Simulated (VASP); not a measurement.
# Hf3ZrS8 (P-3m1) in VASP: notebook

The runs below take Hf3ZrS8 through single point, with PBE.

All numbers are computed with VASP 6.6.1; they aren't measurements. Logs are shortened: lines on timing, memory, paths and dates and some standing lists are left out, and cuts for length are marked.

### 1 The cell of the first run

Symmetry: P-3m1, No. 164, trigonal system. The conventional cell has a = 3.619 Å, b = 3.619 Å, c = 23.332 Å, α = 90.00°, β = 90.00°, γ = 120.00°. Within 3.4 Å of Zr (site symmetry -3m) lie 6 S at 2.55 Å. Within 3.4 Å of Hf (site symmetry 3m) lie 6 S at 2.55 Å. Within 3.4 Å of Hf (site symmetry -3m) lie 6 S at 2.55 Å. S (site symmetry 3m) has 3 Hf at 2.55 Å within 3.4 Å. S (site symmetry 3m) has 3 Hf at 2.55 Å within 3.4 Å. Within 3.4 Å of S (site symmetry 3m) lie 3 Hf at 2.55 Å. Within 3.4 Å of S (site symmetry 3m) lie 3 Zr at 2.55 Å.

### 2 Single point, PBE

INCAR

```
SYSTEM = Hf3ZrS8
PREC = Accurate
ENCUT = 520
EDIFF = 1E-6
ISMEAR = 0
SIGMA = 0.1
LREAL = .FALSE.
LASPH = .TRUE.
NELM = 60
ALGO = Normal
ISIF = 2
LWAVE = .FALSE.
LCHARG = .FALSE.
GGA = PE
NBANDS = 57
```

KPOINTS

```
regular mesh
0
G
  6 6 1
  0 0 0
```

POSCAR

```
Hf3ZrS8
1.0
    3.6194030600      0.0000000000      0.0000000000
   -1.8097015300      3.1344949900      0.0000000000
    0.0000000000      0.0000000000     23.3316957000
Zr Hf S
1 3 8
Direct
    0.0000000000      0.0000000000      0.5000000000
    0.0000000000      0.0000000000      0.7500000000
    0.0000000000      0.0000000000      0.0000000000
    0.0000000000      0.0000000000      0.2500000000
    0.3333333300      0.6666666700      0.8123000000
    0.3333333300      0.6666666700      0.0623000000
    0.3333333300      0.6666666700      0.3123000000
    0.3333333300      0.6666666700      0.5623000000
    0.6666666700      0.3333333300      0.9377000000
    0.6666666700      0.3333333300      0.1877000000
    0.6666666700      0.3333333300      0.4377000000
    0.6666666700      0.3333333300      0.6877000000
```

Potentials or basis: VASP PAW PBE potentials, release 64 (Zr_sv, Hf_pv, S).

On the command line:

```bash
$ cat potpaw_PBE.64/Zr_sv/POTCAR potpaw_PBE.64/Hf_pv/POTCAR potpaw_PBE.64/S/POTCAR > POTCAR
$ mpirun -np 1 vasp_std > vasp.out
```

OUTCAR:

```text
SYSTEM = Hf3ZrS8
   PREC = Accurate
   ENCUT = 520
   EDIFF = 1E-6
   ISMEAR = 0
   LREAL = .FALSE.
   LASPH = .TRUE.
   NELM = 60
   ISIF = 2
   GGA = PE

 ion  position               nearest neighbor table
   1  0.000  0.000  0.500-   8 2.55  11 2.55   8 2.55  11 2.55  11 2.55   8 2.55
   2  0.000  0.000  0.750-   5 2.55  12 2.55   5 2.55  12 2.55  12 2.55   5 2.55
   3  0.000  0.000  0.000-   6 2.55   9 2.55   6 2.55   9 2.55   9 2.55   6 2.55
   4  0.000  0.000  0.250-   7 2.55  10 2.55   7 2.55  10 2.55  10 2.55   7 2.55
   5  0.333  0.667  0.812-   2 2.55   2 2.55   2 2.55
   6  0.333  0.667  0.062-   3 2.55   3 2.55   3 2.55
   7  0.333  0.667  0.312-   4 2.55   4 2.55   4 2.55
   8  0.333  0.667  0.562-   1 2.55   1 2.55   1 2.55
   9  0.667  0.333  0.938-   3 2.55   3 2.55   3 2.55
  10  0.667  0.333  0.188-   4 2.55   4 2.55   4 2.55
  11  0.667  0.333  0.438-   1 2.55   1 2.55   1 2.55
  12  0.667  0.333  0.688-   2 2.55   2 2.55   2 2.55

  LATTYP: Found a hexagonal cell.
 ALAT       =     3.6194030600
 C/A-ratio  =     6.4462828022

  Lattice vectors:

 A1 = (   3.6194030600,   0.0000000000,   0.0000000000)
 A2 = (  -1.8097015300,   3.1344949900,   0.0000000000)
 A3 = (   0.0000000000,   0.0000000000,  23.3316957000)

Analysis of symmetry for initial positions (statically):
=====================================================================
 Subroutine PRICEL returns:
 Original cell was already a primitive cell.

 Routine SETGRP: Setting up the symmetry group for a
 hexagonal supercell.

 Subroutine GETGRP returns: Found 12 space group operations
 (whereof 12 operations were pure point group operations)
 out of a pool of 24 trial point group operations.

The static configuration has the point symmetry D_3d.

Analysis of symmetry for dynamics (positions and initial velocities):
=====================================================================
 Subroutine PRICEL returns:
 Original cell was already a primitive cell.

 Routine SETGRP: Setting up the symmetry group for a
 hexagonal supercell.

 Subroutine GETGRP returns: Found 12 space group operations
 (whereof 12 operations were pure point group operations)
 out of a pool of 24 trial point group operations.

The dynamic configuration has the point symmetry D_3d.

 Subroutine INISYM returns: Found 12 space group operations
 (whereof 12 operations are pure point group operations),
 and found     1 'primitive' translations

----------------------------------------------------------------------------------------

                                     Primitive cell

  volume of cell :     264.6981

  direct lattice vectors                    reciprocal lattice vectors
     3.619403060  0.000000000  0.000000000     0.276288654  0.159515329  0.000000000
    -1.809701530  3.134494990  0.000000000     0.000000000  0.319030658  0.000000000
     0.000000000  0.000000000 23.331695700     0.000000000  0.000000000  0.042860151

  length of vectors
     3.619403060  3.619403054 23.331695700     0.319030658  0.319030658  0.042860151

  position of ions in fractional coordinates (direct lattice)
     0.000000000  0.000000000  0.500000000
     0.000000000  0.000000000  0.750000000
     0.000000000  0.000000000  0.000000000
     0.000000000  0.000000000  0.250000000
     0.333333330  0.666666670  0.812300000
     0.333333330  0.666666670  0.062300000
     0.333333330  0.666666670  0.312300000
     0.333333330  0.666666670  0.562300000
     0.666666670  0.333333330  0.937700000
     0.666666670  0.333333330  0.187700000
     0.666666670  0.333333330  0.437700000
     0.666666670  0.333333330  0.687700000

  ion indices of the primitive-cell ions
   primitive index   ion index
                 1           1
                 2           2
                 3           3
                 4           4
                 5           5
                 6           6
                 7           7
                 8           8
                 9           9
                10          10
                11          11
                12          12

----------------------------------------------------------------------------------------

 KPOINTS: regular mesh

Automatic generation of k-mesh.
 Grid dimensions read from file:
 generate k-points for:    6    6    1

 Generating k-lattice:

  Cartesian coordinates                     Fractional coordinates (reciprocal lattice)
     0.046048109  0.026585888  0.000000000     0.166666667  0.000000000  0.000000000
     0.000000000  0.053171776  0.000000000     0.000000000  0.166666667  0.000000000
     0.000000000  0.000000000  0.042860151     0.000000000  0.000000000  1.000000000

  Length of vectors
     0.053171776  0.053171776  0.042860151

  Shift w.r.t. Gamma in fractional coordinates (k-lattice)
     0.000000000  0.000000000  0.000000000

 Subroutine IBZKPT returns following result:
 ===========================================

 Found      7 irreducible k-points:

 Following reciprocal coordinates:
            Coordinates               Weight
  0.000000  0.000000  0.000000      1.000000
  0.166667  0.000000  0.000000      6.000000
  0.333333 -0.000000  0.000000      6.000000
  0.500000  0.000000  0.000000      3.000000
  0.166667  0.166667  0.000000      6.000000
  0.333333  0.166667  0.000000     12.000000
  0.333333  0.333333  0.000000      2.000000
   k-points           NKPTS =      7   k-points in BZ     NKDIM =      7   number of bands    NBANDS=     57
   number of dos      NEDOS =    301   number of ions     NIONS =     12
   total plane-waves  NPLWV = 141120
   dimension x,y,z NGX =    28 NGY =   28 NGZ =  180
   dimension x,y,z NGXF=    56 NGYF=   56 NGZF=  360
   ions per type =               1   3   8
   NGX,Y,Z   is equivalent  to a cutoff of  12.86, 12.86, 12.83 a.u.
   NGXF,Y,Z  is equivalent  to a cutoff of  25.72, 25.72, 25.65 a.u.
 SYSTEM =  Hf3ZrS8
   PREC   = accura    normal or accurate (medium, high low for compatibility)
   ISTART =      0    job   : 0-new  1-cont  2-samecut
   ICHARG =      2    charge: 1-file 2-atom 10-const
   ISPIN  =      1    spin polarized calculation?
   LNONCOLLINEAR =      F non collinear calculations
   LSORBIT =      F    spin-orbit coupling
   LASPH  =      T    aspherical Exc in radial PAW
   ENCUT  =  520.0 eV  38.22 Ry    6.18 a.u.   6.73  6.73 43.38*2*pi/ulx,y,z
   NELM   =     60;   NELMIN=  2; NELMDL= -5     # of ELM steps
   EDIFF  = 0.1E-05   stopping-criterion for ELM
   LREAL  =      F    real-space projection
   EDIFFG = 0.1E-04   stopping-criterion for IOM
   NSW    =      0    number of steps for IOM
   IBRION =     -1    ionic relax: 0-MD 1-quasi-New 2-CG
   NFREE  =      0    steps in history (QN), initial steepest desc. (CG)
   ISIF   =      2    stress and relaxation
   ISYM   =      2    0-nonsym 1-usesym 2-fastsym
   POTIM  = 0.5000    time-step for ionic-motion
   TEBEG  =    0.0;   TEEND  =   0.0 temperature during run
   PSTRESS=    0.0 pullay stress
   NELECT =      90.0000    total number of electrons
   NUPDOWN=      -1.0000    fix difference up-down
   EMIN   =  10.00;   EMAX   =-10.00  energy-range for DOS
   EFERMI =   0.00;   METHOD = LEGACY
   ISMEAR =     0;   SIGMA  =   0.10  broadening in eV -4-tet -1-fermi 0-gaus
   EFERMI_NEDOS =   21; number of points for ismear=-14 and -15
   IALGO  =     38    algorithm
   IMIX   =      4    mixing-type and parameters
     AMIX     =   0.40;   BMIX     =  1.00
     AMIX_MAG =   1.60;   BMIX_MAG =  1.00
  volume/ion in A,a.u.               =      22.06       148.86
  Fermi-wavevector in a.u.,A,eV,Ry     =   1.142629  2.159256 17.763793  1.305602
  Thomas-Fermi vector in A             =   2.279327
   LORBIT       =      0    0 simple, 1 ext, 2 COOP (PROOUT), +10 PAW based schemes
   GGA     = PE    functional components
   LHFCALC =     F    Hartree Fock is set to
   AEXX    =    0.0000 exact exchange contribution
   IVDW    =     0    specifies the selected vdW correction
   LEPSILON=     F    determine dielectric tensor
   LRPA    =     F    only Hartree local field effects (RPA)
 non-spin polarized calculation
 Gauss-broadening in eV      SIGMA  =   0.10
  energy-cutoff  :      520.00
  volume of cell :      264.70
 maximum number of plane-waves:      7162
 NGX is ok and might be reduce to    28
   NGX = 13   NGY = 13   NGZ = 87

 number of electron      90.0000001 magnetization

 Free energy of the ion-electron system (eV)
  ---------------------------------------------------
  ext. energy  EPLUGINS =         0.00000000
  ---------------------------------------------------
  free energy    TOTEN  =       -89.97697077 eV

  energy without entropy =      -89.97697077  energy(sigma->0) =      -89.97697077

 E-fermi :   4.3019     XC(G=0):  -9.7275

 val. band max:        3.8553400108   @ k =   0.0000   0.0000   0.0000
 cond. band min:       4.7332940139   @ k =   0.5000   0.0000   0.0000
 fundamental gap:      0.8779540031
 Fermi energy:         4.3018550882

 k-point     1 :       0.0000    0.0000    0.0000
  band No.  band energies     occupation
      1     -45.0825      2.00000
      2     -26.9714      2.00000
      3     -26.9699      2.00000
      4     -26.9699      2.00000
      5     -26.8552      2.00000
      6     -26.8552      2.00000
[... 49 lines left out ...]
     56       6.5425      0.00000
     57       6.6159      0.00000

 k-point     2 :       0.1667    0.0000    0.0000
  band No.  band energies     occupation
      1     -45.0767      2.00000
      2     -26.9618      2.00000
      3     -26.9603      2.00000
      4     -26.9603      2.00000
      5     -26.9051      2.00000
      6     -26.9037      2.00000
[... 49 lines left out ...]
     56       7.1239      0.00000
     57       7.2915      0.00000
[... 238 lines left out ...]
     56       7.8673      0.00000
     57       7.8799      0.00000

 k-point     7 :       0.3333    0.3333    0.0000
  band No.  band energies     occupation
      1     -45.0566      2.00000
      2     -26.9913      2.00000
      3     -26.9913      2.00000
      4     -26.9899      2.00000
      5     -26.9899      2.00000
      6     -26.9899      2.00000
[... 49 lines left out ...]
     56       7.4463      0.00000
     57       7.4463      0.00000

------------------------ aborting loop because EDIFF is reached ----------------------------------------

  FORCE on cell =-STRESS in cart. coord.  units (eV):
  Direction    XX          YY          ZZ          XY          YZ          ZX
  --------------------------------------------------------------------------------------
  -------------------------------------------------------------------------------------
  Total        3.4634227      3.4634227      3.3338262     -0.0000000      0.0000000     -0.0000000
  in kB       20.9635703     20.9635702     20.1791423     -0.0000000      0.0000000     -0.0000000
  external PRESSURE =      20.7020943 kB  Pullay stress =       0.0000000 kB

 VOLUME and BASIS-vectors are now :
 -----------------------------------------------------------------------------
  energy-cutoff  :      520.00
  volume of cell :      264.70
      direct lattice vectors                 reciprocal lattice vectors
     3.619403060  0.000000000  0.000000000     0.276288654  0.159515329  0.000000000
    -1.809701530  3.134494990  0.000000000     0.000000000  0.319030658  0.000000000
     0.000000000  0.000000000 23.331695700     0.000000000  0.000000000  0.042860151

 POSITION                                       TOTAL-FORCE (eV/Angst)
 -----------------------------------------------------------------------------------
      0.00000      0.00000     11.66585         0.000000      0.000000     -0.000000
      0.00000      0.00000     17.49877         0.000000     -0.000000     -0.000854
      0.00000      0.00000      0.00000         0.000000      0.000000     -0.000000
      0.00000      0.00000      5.83292         0.000000      0.000000      0.000854
     -0.00000      2.08966     18.95234         0.000000      0.000000     -0.103926
     -0.00000      2.08966      1.45356        -0.000000      0.000000     -0.103574
     -0.00000      2.08966      7.28649         0.000000      0.000000     -0.095906
     -0.00000      2.08966     13.11941         0.000000      0.000000      0.187547
      1.80970      1.04483     21.87813         0.000000     -0.000000      0.103574
      1.80970      1.04483      4.37936        -0.000000      0.000000      0.103926
      1.80970      1.04483     10.21228        -0.000000      0.000000     -0.187547
      1.80970      1.04483     16.04521        -0.000000     -0.000000      0.095906
 -----------------------------------------------------------------------------------
    total drift:                                0.000000      0.000000      0.000000

  FREE ENERGIE OF THE ION-ELECTRON SYSTEM (eV)
  ---------------------------------------------------
  free  energy   TOTEN  =       -89.9769707719 eV

  energy  without entropy=      -89.9769707719  energy(sigma->0) =      -89.97697077
```

Run time: 4.8 min. Hardware: 1 thread of Intel Xeon 8259CL, shared host; peak memory 0.41 GiB.

Results:

```
Free energy            : -89.9770 eV
Pressure               : 2.1 GPa
Largest force          : 0.188 eV/Å
Band gap on the k mesh : 0.88 eV (least direct gap 1.53 eV)
```

Forces in eV/Å, atoms in the order of the input:
```
Zr   0.000  0.000  0.000
Hf   0.000  0.000 -0.001
Hf   0.000  0.000  0.000
Hf   0.000  0.000  0.001
S    0.000  0.000 -0.104
S    0.000  0.000 -0.104
S    0.000  0.000 -0.096
S    0.000  0.000  0.188
S    0.000  0.000  0.104
S    0.000  0.000  0.104
S    0.000  0.000 -0.188
S    0.000  0.000  0.096
```

Stress tensor (GPa, compression positive):
```
2.10 0.00 0.00
0.00 2.10 0.00
0.00 0.00 2.02
```

Caveat: spin-orbit coupling is left out, which moves the levels of the heavy elements; this functional lacks dispersion, which binds layers or chains, so the pressure and a relaxed spacing across them are unreliable. A k mesh can miss the band edges.

### 3 Single point, PBE

This run uses another cell than the first one, of 26.43 Å³/atom.

INCAR

```
  PREC = Accurate
  ENCUT = 520
  EDIFF = 1E-6
  ISMEAR = 0
  SIGMA = 0.1
  LREAL = F
  LASPH = T
  NELM = 100
  ALGO = Normal
  ISIF = 2
  LWAVE = F
  LCHARG = F
  GGA = PE
  NBANDS = 57
```

KPOINTS

```
Automatic mesh
0
Gamma
  6 6 1
```

POSCAR

```
Hf3ZrS8
1.0
    3.6601691316      0.0000000000      0.0000000000
   -1.8300845658      3.1697994501      0.0000000000
    0.0000000000      0.0000000000     27.3345908957
Zr Hf S
1 3 8
Direct
    0.0000000000      0.0000000000      0.5000000000
    0.0000000000      0.0000000000      0.7494289480
    0.0000000000      0.0000000000      0.0000000000
    0.0000000000      0.0000000000      0.2505710520
    0.3333333333      0.6666666667      0.8022060927
    0.3333333333      0.6666666667      0.0527769956
    0.3333333333      0.6666666667      0.3033479443
    0.3333333333      0.6666666667      0.5534040136
    0.6666666667      0.3333333333      0.9472230044
    0.6666666667      0.3333333333      0.1977939073
    0.6666666667      0.3333333333      0.4465959864
    0.6666666667      0.3333333333      0.6966520557
```

Potentials or basis: VASP PAW PBE potentials, release 64 (Zr_sv, Hf_pv, S).

On the command line:

```bash
$ cat potpaw_PBE.64/Zr_sv/POTCAR potpaw_PBE.64/Hf_pv/POTCAR potpaw_PBE.64/S/POTCAR > POTCAR
$ mpirun -np 1 vasp_std > vasp.out
```

Run time: 5.6 min. Hardware: 1 thread of Intel Xeon 8259CL, shared host; peak memory 0.47 GiB.

It converged, with:

```yaml
Free_energy: -90.1933 eV
Pressure: -0.3 GPa
Largest_force: 0.073 eV/Å
Band_gap_on_the_k_mesh: 1.11 eV (least direct gap 1.68 eV)
```

Forces on the atoms (eV/Å):
```
Zr   0.000  0.000  0.000
Hf   0.000  0.000  0.000
Hf   0.000  0.000  0.000
Hf   0.000  0.000  0.000
S    0.000  0.000 -0.073
S    0.000  0.000 -0.073
S    0.000  0.000 -0.073
S    0.000  0.000  0.001
S    0.000  0.000  0.073
S    0.000  0.000  0.073
S    0.000  0.000 -0.001
S    0.000  0.000  0.073
```

Levels at points of the mesh, in eV from the valence-band top:
```
           k point  band 41  band 42  band 43  band 44  band 45  band 46  band 47  band 48  band 49  band 50
(0.00, 0.00, 0.00)    -0.02    -0.02    -0.02     0.00     0.00     1.68     1.68     2.06     2.06     2.06
(0.50, 0.00, 0.00)    -1.08    -1.07    -1.06    -1.05    -0.92     1.11     1.29     1.32     1.35     3.41
```

Caveat: spin-orbit coupling is left out, which moves the levels of the heavy elements; this functional lacks dispersion, which binds layers or chains, so the pressure and a relaxed spacing across them are unreliable. A k mesh can miss the band edges.

### 4 Single point, PBE

This run uses another cell than the first one, of 26.43 Å³/atom.

INCAR

```
PREC = Accurate ; ENCUT = 520
EDIFF = 1E-6 ; ISMEAR = 0
SIGMA = 0.02 ; LREAL = F
LASPH = T ; NELM = 100
ALGO = Normal ; ISIF = 2
LWAVE = F ; LCHARG = F
GGA = PE ; NBANDS = 57
```

KPOINTS

```
regular mesh
0
Gamma
  12 12 1
```

POSCAR is that of step 3.

On the command line:

```bash
$ cat potpaw_PBE.64/Zr_sv/POTCAR potpaw_PBE.64/Hf_pv/POTCAR potpaw_PBE.64/S/POTCAR > POTCAR
$ mpirun -np 1 vasp_std > vasp.out
```

Run time: 13 min. Hardware: 1 thread of Intel Xeon 8259CL, shared host; peak memory 0.58 GiB.

It converged, with:

| Item | Value |
| --- | --- |
| Free energy | -90.2327 eV |
| Pressure | -0.4 GPa |
| Largest force | 0.065 eV/Å |
| Band gap on the k mesh | 1.11 eV (least direct gap 1.69 eV) |

Forces on the atoms (eV/Å):
```
Zr   0.000  0.000  0.000
Hf   0.000  0.000  0.000
Hf   0.000  0.000  0.000
Hf   0.000  0.000  0.000
S    0.000  0.000 -0.065
S    0.000  0.000 -0.065
S    0.000  0.000 -0.065
S    0.000  0.000  0.011
S    0.000  0.000  0.065
S    0.000  0.000  0.065
S    0.000  0.000 -0.011
S    0.000  0.000  0.065
```

Stress tensor (GPa, compression positive):
```
-0.42  0.00  0.00
 0.00 -0.42  0.00
 0.00  0.00 -0.30
```

Levels at points of the mesh, in eV from the valence-band top:
| k point | band 42 | band 43 | band 44 | band 45 | band 46 | band 47 | band 48 | band 49 |
| --- | --- | --- | --- | --- | --- | --- | --- | --- |
| (0.00, 0.00, 0.00) | -0.02 | -0.02 | 0.00 | 0.00 | 1.69 | 1.69 | 2.07 | 2.07 |
| (0.50, 0.00, 0.00) | -1.07 | -1.06 | -1.05 | -0.92 | 1.11 | 1.30 | 1.33 | 1.36 |

Caveat: spin-orbit coupling is left out, which moves the levels of the heavy elements; this functional lacks dispersion, which binds layers or chains, so the pressure and a relaxed spacing across them are unreliable. A k mesh can miss the band edges.

### 5 Summary

```tsv
cell	k mesh	smearing	gap on the mesh (eV)	pressure (GPa)	largest force (eV/Å)
a = 3.619, b = 3.619, c = 23.332 Å, angles 90.0, 90.0, 120.0°, 12 atoms, atomic positions A	6 × 6 × 1	gaussian 0.1 eV	0.88	2.1	0.19
a = 3.660, b = 3.660, c = 27.335 Å, angles 90.0, 90.0, 120.0°, 12 atoms, atomic positions B	6 × 6 × 1	gaussian 0.1 eV	1.11	-0.3	0.07
a = 3.660, b = 3.660, c = 27.335 Å, angles 90.0, 90.0, 120.0°, 12 atoms, atomic positions B	12 × 12 × 1	gaussian 0.02 eV	1.11	-0.4	0.07
```

Alike in all rows: task single point; level PBE; potentials or basis VASP PAW PBE potentials, release 64 (Zr_sv, Hf_pv, S); no spin polarisation; cutoff (eV) 520.

Caveats: spin-orbit coupling is left out, which moves the levels of the heavy elements; this functional lacks dispersion, which binds layers or chains, so the pressure and a relaxed spacing across them are unreliable.

Total energies depend on the potentials used, so only differences within one code and one set of settings carry meaning.
